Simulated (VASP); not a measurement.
# Ni (Fm-3m) in VASP: notebook

Ni is run at these levels: LDA; tasks: single point.

Program: VASP 6.6.1. These are calculated values, not measurements. Logs are shortened: lines on timing, memory, paths and dates and some standing lists are left out, and cuts for length are marked.

### 1 The cell of the first run

It takes space group Fm-3m (No. 225, cubic). Conventional cell: a = 3.421 Å, b = 3.421 Å, c = 3.421 Å, α = 90.00°, β = 90.00°, γ = 90.00°. Ni (site symmetry m-3m) has 12 Ni at 2.42 Å within 3.2 Å.

### 2 Single point, LDA

File INCAR:

```
PREC = Accurate
ENCUT = 600
EDIFF = 1E-6
ISMEAR = -1
SIGMA = 0.03
LREAL = False
LASPH = True
NELM = 120
ALGO = Normal
ISIF = 2
LWAVE = False
LCHARG = False
GGA = CA
NBANDS = 11
GGA_COMPAT = False
```

File KPOINTS:

```
Automatic mesh
0
Gamma
  16 16 16
```

File POSCAR:

```
Ni
1.0
    0.0000000000      1.7104399105      1.7104399105
    1.7104399105      0.0000000000      1.7104399105
    1.7104399105      1.7104399105      0.0000000000
Ni
1
Direct
    0.0000000000      0.0000000000      0.0000000000
```

Potentials or basis: VASP PAW LDA potentials, release 64 (Ni).

Command:

```sh
cat potpaw_LDA.64/Ni/POTCAR > POTCAR
mpirun -np 1 vasp_std > vasp.out
```

OUTCAR:

```text
PREC = Accurate
   ENCUT = 600
   EDIFF = 1E-6
   ISMEAR = -1
   LREAL = False
   LASPH = True
   NELM = 120
   ISIF = 2
   GGA = CA

 ion  position               nearest neighbor table
   1  0.000  0.000  0.000-

  LATTYP: Found a face centered cubic cell.
 ALAT       =     3.4208798210

  Lattice vectors:

 A1 = (   0.0000000000,   1.7104399105,   1.7104399105)
 A2 = (   1.7104399105,   0.0000000000,   1.7104399105)
 A3 = (   1.7104399105,   1.7104399105,   0.0000000000)

Analysis of symmetry for initial positions (statically):
=====================================================================
 Subroutine PRICEL returns:
 Original cell was already a primitive cell.

 Routine SETGRP: Setting up the symmetry group for a
 face centered cubic supercell.

 Subroutine GETGRP returns: Found 48 space group operations
 (whereof 48 operations were pure point group operations)
 out of a pool of 48 trial point group operations.

The static configuration has the point symmetry O_h .

Analysis of symmetry for dynamics (positions and initial velocities):
=====================================================================
 Subroutine PRICEL returns:
 Original cell was already a primitive cell.

 Routine SETGRP: Setting up the symmetry group for a
 face centered cubic supercell.

 Subroutine GETGRP returns: Found 48 space group operations
 (whereof 48 operations were pure point group operations)
 out of a pool of 48 trial point group operations.

The dynamic configuration has the point symmetry O_h .

 Subroutine INISYM returns: Found 48 space group operations
 (whereof 48 operations are pure point group operations),
 and found     1 'primitive' translations

----------------------------------------------------------------------------------------

                                     Primitive cell

  volume of cell :      10.0081

  direct lattice vectors                    reciprocal lattice vectors
     0.000000000  1.710439911  1.710439911    -0.292322459  0.292322459  0.292322459
     1.710439911  0.000000000  1.710439911     0.292322459 -0.292322459  0.292322459
     1.710439911  1.710439911  0.000000000     0.292322459  0.292322459 -0.292322459

  length of vectors
     2.418927319  2.418927319  2.418927319     0.506317351  0.506317351  0.506317351

  position of ions in fractional coordinates (direct lattice)
     0.000000000  0.000000000  0.000000000

  ion indices of the primitive-cell ions
   primitive index   ion index
                 1           1

----------------------------------------------------------------------------------------

 KPOINTS: Automatic mesh

Automatic generation of k-mesh.
 Grid dimensions read from file:
 generate k-points for:   16   16   16

 Generating k-lattice:

  Cartesian coordinates                     Fractional coordinates (reciprocal lattice)
    -0.018270154  0.018270154  0.018270154     0.062500000  0.000000000  0.000000000
     0.018270154 -0.018270154  0.018270154     0.000000000  0.062500000  0.000000000
     0.018270154  0.018270154 -0.018270154     0.000000000  0.000000000  0.062500000

  Length of vectors
     0.031644834  0.031644834  0.031644834

  Shift w.r.t. Gamma in fractional coordinates (k-lattice)
     0.000000000  0.000000000  0.000000000

 Subroutine IBZKPT returns following result:
 ===========================================

 Found    145 irreducible k-points:

 Following reciprocal coordinates:
            Coordinates               Weight
  0.000000  0.000000  0.000000      1.000000
  0.062500  0.000000  0.000000      8.000000
  0.125000  0.000000  0.000000      8.000000
  0.187500  0.000000  0.000000      8.000000
  0.250000  0.000000  0.000000      8.000000
  0.312500  0.000000  0.000000      8.000000
[... 16 lines left out ...]
 -0.125000  0.062500  0.000000     24.000000
 -0.062500  0.062500  0.000000     12.000000
 [... further k-points ...]
   k-points           NKPTS =    145   k-points in BZ     NKDIM =    145   number of bands    NBANDS=     11
   number of dos      NEDOS =    301   number of ions     NIONS =      1
   total plane-waves  NPLWV =   8000
   dimension x,y,z NGX =    20 NGY =   20 NGZ =   20
   dimension x,y,z NGXF=    40 NGYF=   40 NGZF=   40
   ions per type =               1
   NGX,Y,Z   is equivalent  to a cutoff of  13.75, 13.75, 13.75 a.u.
   NGXF,Y,Z  is equivalent  to a cutoff of  27.49, 27.49, 27.49 a.u.
 SYSTEM =  unknown system
   PREC   = accura    normal or accurate (medium, high low for compatibility)
   ISTART =      0    job   : 0-new  1-cont  2-samecut
   ICHARG =      2    charge: 1-file 2-atom 10-const
   ISPIN  =      1    spin polarized calculation?
   LNONCOLLINEAR =      F non collinear calculations
   LSORBIT =      F    spin-orbit coupling
   LASPH  =      T    aspherical Exc in radial PAW
   ENCUT  =  600.0 eV  44.10 Ry    6.64 a.u.   4.83  4.83  4.83*2*pi/ulx,y,z
   NELM   =    120;   NELMIN=  2; NELMDL= -5     # of ELM steps
   EDIFF  = 0.1E-05   stopping-criterion for ELM
   LREAL  =      F    real-space projection
   EDIFFG = 0.1E-04   stopping-criterion for IOM
   NSW    =      0    number of steps for IOM
   IBRION =     -1    ionic relax: 0-MD 1-quasi-New 2-CG
   NFREE  =      0    steps in history (QN), initial steepest desc. (CG)
   ISIF   =      2    stress and relaxation
   ISYM   =      2    0-nonsym 1-usesym 2-fastsym
   POTIM  = 0.5000    time-step for ionic-motion
   TEBEG  =    0.0;   TEEND  =   0.0 temperature during run
   PSTRESS=    0.0 pullay stress
   NELECT =      10.0000    total number of electrons
   NUPDOWN=      -1.0000    fix difference up-down
   EMIN   =  10.00;   EMAX   =-10.00  energy-range for DOS
   EFERMI =   0.00;   METHOD = LEGACY
   ISMEAR =    -1;   SIGMA  =   0.03  broadening in eV -4-tet -1-fermi 0-gaus
   EFERMI_NEDOS =   21; number of points for ismear=-14 and -15
   IALGO  =     38    algorithm
   IMIX   =      4    mixing-type and parameters
     AMIX     =   0.40;   BMIX     =  1.00
     AMIX_MAG =   1.60;   BMIX_MAG =  1.00
  volume/ion in A,a.u.               =      10.01        67.54
  Fermi-wavevector in a.u.,A,eV,Ry     =   1.636655  3.092829 36.445082  2.678638
  Thomas-Fermi vector in A             =   2.727925
   LORBIT       =      0    0 simple, 1 ext, 2 COOP (PROOUT), +10 PAW based schemes
   GGA     = CA    functional components
   LHFCALC =     F    Hartree Fock is set to
   AEXX    =    0.0000 exact exchange contribution
   IVDW    =     0    specifies the selected vdW correction
   LEPSILON=     F    determine dielectric tensor
   LRPA    =     F    only Hartree local field effects (RPA)
 non-spin polarized calculation
  energy-cutoff  :      600.00
  volume of cell :       10.01
 maximum number of plane-waves:       343
   NGX =  9   NGY =  9   NGZ =  9

 number of electron      10.0000000 magnetization

 number of electron       9.9999994 magnetization

 Free energy of the ion-electron system (eV)
  ---------------------------------------------------
  ext. energy  EPLUGINS =         0.00000000
  ---------------------------------------------------
  free energy    TOTEN  =        -6.54335064 eV

  energy without entropy =       -6.53185959  energy(sigma->0) =       -6.53760511

 E-fermi :  10.1320     XC(G=0): -14.1138

 val. band max:       10.1304264363   @ k =  -0.4375   0.3125   0.0625
 cond. band min:      10.1353696451   @ k =   0.3750   0.3750   0.0000
 fundamental gap:      0.0049432088
 Fermi energy:        10.1319756209

 k-point     1 :       0.0000    0.0000    0.0000
  band No.  band energies     occupation
      1       0.7142      2.00000
      2       8.0140      2.00000
      3       8.0140      2.00000
      4       8.0140      2.00000
      5       9.2956      2.00000
      6       9.2956      2.00000
      7      34.7396      0.00000
      8      39.1955      0.00000
      9      39.1955      0.00000
     10      39.1955      0.00000
     11      42.5341      0.00000

 k-point     2 :       0.0625    0.0000    0.0000
  band No.  band energies     occupation
      1       0.8770      2.00000
      2       7.9659      2.00000
      3       8.0535      2.00000
      4       8.0535      2.00000
      5       9.2781      2.00000
      6       9.2781      2.00000
      7      34.3289      0.00000
      8      37.3290      0.00000
      9      38.8815      0.00000
     10      38.8815      0.00000
     11      43.0123      0.00000

 k-point     3 :       0.1250    0.0000    0.0000
  band No.  band energies     occupation
      1       1.3558      2.00000
      2       7.8389      2.00000
      3       8.1519      2.00000
      4       8.1519      2.00000
      5       9.2456      2.00000
      6       9.2456      2.00000
      7      32.1628      0.00000
      8      35.9971      0.00000
      9      38.2695      0.00000
     10      38.2695      0.00000
     11      43.4735      0.00000

 k-point     4 :       0.1875    0.0000    0.0000
  band No.  band energies     occupation
      1       2.1165      2.00000
      2       7.6843      2.00000
      3       8.2441      2.00000
      4       8.2441      2.00000
      5       9.2610      2.00000
      6       9.2610      2.00000
      7      28.9494      0.00000
      8      35.5152      0.00000
      9      37.6764      0.00000
     10      37.6764      0.00000
     11      43.4896      0.00000
[... 239 lines left out ...]
 k-point    22 :      -0.1875    0.0625    0.0000
  band No.  band energies     occupation
      1       2.5532      2.00000
      2       7.5799      2.00000
      3       8.2637      2.00000
      4       8.3205      2.00000
      5       9.1073      2.00000
      6       9.4848      2.00000
      7      27.9585      0.00000
      8      33.3471      0.00000
      9      37.3924      0.00000
     10      39.7318      0.00000
     11      41.6331      0.00000

 k-point    23 :      -0.1250    0.0625    0.0000
  band No.  band energies     occupation
      1       1.7190      2.00000
      2       7.7304      2.00000
      3       8.2260      2.00000
      4       8.2279      2.00000
      5       9.1094      2.00000
      6       9.3588      2.00000
      7      31.2102      0.00000
      8      34.0237      0.00000
      9      37.7569      0.00000
     10      39.9774      0.00000
     11      41.8571      0.00000

 k-point    24 :      -0.0625    0.0625    0.0000
  band No.  band energies     occupation
      1       1.1452      2.00000
      2       7.8792      2.00000
      3       8.1108      2.00000
      4       8.1301      2.00000
      5       9.1955      2.00000
      6       9.3128      2.00000
      7      33.5996      0.00000
      8      35.5548      0.00000
      9      37.8391      0.00000
     10      39.8062      0.00000
     11      42.5959      0.00000

 [... further k-points ...]
[... 5 lines left out ...]
  --------------------------------------------------------------------------------------
  -------------------------------------------------------------------------------------
  Total       -0.0446431     -0.0446431     -0.0446431      0.0000000      0.0000000     -0.0000000
  in kB       -7.1468030     -7.1468030     -7.1468030      0.0000000      0.0000000     -0.0000000
  external PRESSURE =      -7.1468030 kB  Pullay stress =       0.0000000 kB

 VOLUME and BASIS-vectors are now :
 -----------------------------------------------------------------------------
  energy-cutoff  :      600.00
  volume of cell :       10.01
      direct lattice vectors                 reciprocal lattice vectors
     0.000000000  1.710439911  1.710439911    -0.292322459  0.292322459  0.292322459
     1.710439911  0.000000000  1.710439911     0.292322459 -0.292322459  0.292322459
     1.710439911  1.710439911  0.000000000     0.292322459  0.292322459 -0.292322459

 POSITION                                       TOTAL-FORCE (eV/Angst)
 -----------------------------------------------------------------------------------
      0.00000      0.00000      0.00000         0.000000      0.000000      0.000000
 -----------------------------------------------------------------------------------
    total drift:                                0.000000      0.000000      0.000000

  FREE ENERGIE OF THE ION-ELECTRON SYSTEM (eV)
  ---------------------------------------------------
  free  energy   TOTEN  =        -6.5433506362 eV

  energy  without entropy=       -6.5318595862  energy(sigma->0) =       -6.53760511
```

Run time: 27 s. Hardware: 1 thread of Intel Xeon 8259CL, shared host; peak memory 0.13 GiB.

What came out:

| Item | Value |
| --- | --- |
| Free energy | -6.5434 eV |
| Pressure | -0.7 GPa |
| Band gap on the k mesh | zero (band 5 reaches 10.32 eV, above the bottom of band 6 at 9.25 eV) |

Caveat: the run has no spin polarisation, though such a crystal can be magnetic.

### 3 Single point, LDA

File INCAR:

```
PREC     = Accurate       # precision mode
ENCUT    = 600            # plane-wave cutoff, eV
EDIFF    = 1E-6           # SCF threshold, eV
ISMEAR   = -1             # smearing method
SIGMA    = 0.1            # smearing width, eV
LREAL    = F              # projectors in reciprocal space
LASPH    = T              # aspherical terms in the spheres
NELM     = 120            # most SCF steps
ALGO     = Normal         # electronic algorithm
ISIF     = 2              # what is computed and relaxed
LWAVE    = F              # write WAVECAR
LCHARG   = T              # write CHGCAR
LELF     = T              # ELF
LVHAR    = T            
NBANDS   = 11             # bands
GGA_COMPAT= F
```

File KPOINTS:

```
regular mesh
0
Gamma
  16 16 16
```

POSCAR is that of step 2.

Potentials or basis: VASP PAW LDA potentials, release 64 (Ni).

Command:

```sh
cat potpaw_LDA.64/Ni/POTCAR > POTCAR
mpirun -np 1 vasp_std > vasp.out
```

Run time: 26 s. Hardware: 1 thread of Intel Xeon 8259CL, shared host; peak memory 0.13 GiB.

Results (log left out):

```
Free energy            : -6.5892 eV
Pressure               : 0.0 GPa
Band gap on the k mesh : zero (band 5 reaches 10.32 eV, above the bottom of band 6 at 9.24 eV)
```

Levels at points of the mesh, in eV from the Fermi level:
```csv
k point,band 2,band 3,band 4,band 5,band 6,band 7,band 8,band 9
"(0.00, 0.00, 0.00)",-2.14,-2.14,-2.14,-0.86,-0.86,24.59,29.04,29.04
"(0.50, 0.00, 0.00)",-2.18,-2.18,-0.27,-0.03,-0.03,6.66,23.07,26.22
"(0.50, 0.50, 0.00)",-4.21,-0.03,0.17,0.17,2.65,10.32,15.72,15.72
```

Caveat: the run has no spin polarisation, though such a crystal can be magnetic.

### 4 Single point, LDA

File INCAR:

```
ALGO = Normal
EDIFF = 1E-6
ENCUT = 600
GGA_COMPAT = F
ISIF = 2
ISMEAR = -1
LASPH = T
LCHARG = F
LREAL = F
LWAVE = F
NBANDS = 11
NELM = 120
PREC = Accurate
SIGMA = 0.2
```

File KPOINTS:

```
k-points
0
Gamma
  16 16 16
```

POSCAR is that of step 3.

Command:

```sh
cat potpaw_LDA.64/Ni/POTCAR > POTCAR
mpirun -np 1 vasp_std > vasp.out
```

Run time: 23 s. Hardware: 1 thread of Intel Xeon 8259CL, shared host; peak memory 0.13 GiB.

It converged, with:

* Free energy: -6.6924 eV
* Pressure: 1.1 GPa
* Band gap on the k mesh: zero (band 5 reaches 10.32 eV, above the bottom of band 6 at 9.23 eV)

Levels at points of the mesh, in eV from the Fermi level:
```csv
k point,band 2,band 3,band 4,band 5,band 6,band 7,band 8,band 9
"(0.00, 0.00, 0.00)",-2.21,-2.21,-2.21,-0.94,-0.94,24.52,28.97,28.97
"(0.50, 0.00, 0.00)",-2.25,-2.25,-0.34,-0.10,-0.10,6.59,23.00,26.15
"(0.50, 0.50, 0.00)",-4.28,-0.11,0.10,0.10,2.58,10.24,15.65,15.65
```

Caveat: the run has no spin polarisation, though such a crystal can be magnetic. Spin polarisation is off, so any magnetic state and its effect on volume and gap are missing.

### 5 Summary

```csv
smearing,gap on the mesh (eV),pressure (GPa)
fermi-dirac 0.03 eV,none,-0.7
fermi-dirac 0.1 eV,none,0.0
fermi-dirac 0.2 eV,none,1.1
```

Alike in all rows: task single point; level LDA; potentials or basis VASP PAW LDA potentials, release 64 (Ni); no spin polarisation; cell as given; k mesh 16 × 16 × 16; cutoff (eV) 600.

Every run on the cell as given and a fine mesh finds a metal.

Caveats: the run has no spin polarisation, though such a crystal can be magnetic.

Total energies depend on the potentials used, so only differences within one code and one set of settings carry meaning.
